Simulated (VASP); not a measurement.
Input of a VASP 6.6.1 run:

File INCAR:

```
SYSTEM = Ir4Pt3
PREC = Accurate
ENCUT = 500
EDIFF = 1E-6
ISMEAR = 0
SIGMA = 0.2
LREAL = .False.
LASPH = .True.
NELM = 120
ALGO = Normal
ISIF = 2
LWAVE = .False.
LCHARG = .False.
GGA = PE
NBANDS = 42
GGA_COMPAT = .False.
```

Contents of KPOINTS:

```
Automatic mesh
0
Gamma
  4 4 4
  0 0 0
```

The input POSCAR:

```
Ir4Pt3
1.0
    0.0000000000      4.4101781978      4.4101781978
    4.4101781978      0.0000000000      4.4101781978
    4.4101781978      4.4101781978      0.0000000000
Ir Pt
4 3
Direct
    0.0979639942      0.0979639942      0.0979639942
    0.0979639942      0.0979639942      0.7061080175
    0.0979639942      0.7061080175      0.0979639942
    0.7061080175      0.0979639942      0.0979639942
    0.5000000000      0.5000000000      0.5000000000
    0.7500000000      0.7500000000      0.7500000000
    0.2500000000      0.2500000000      0.2500000000
```

Potentials or basis: VASP PAW PBE potentials, release 64 (Ir, Pt).

Launch:

```bash
$ cat potpaw_PBE.64/Ir/POTCAR potpaw_PBE.64/Pt/POTCAR > POTCAR
$ mpirun -np 1 vasp_std > vasp.out
```

(1) Predict the band gap on the k mesh.

(2) Estimate the pressure.

(3) Predict the largest force.

## Answers

(1) zero (band 33 reaches 4.12 eV, above the bottom of band 34 at 3.71 eV).

(2) 0.1 GPa.

(3) 0.163 eV/Å.

Caveat: spin-orbit coupling is left out, which moves the levels of the heavy elements.
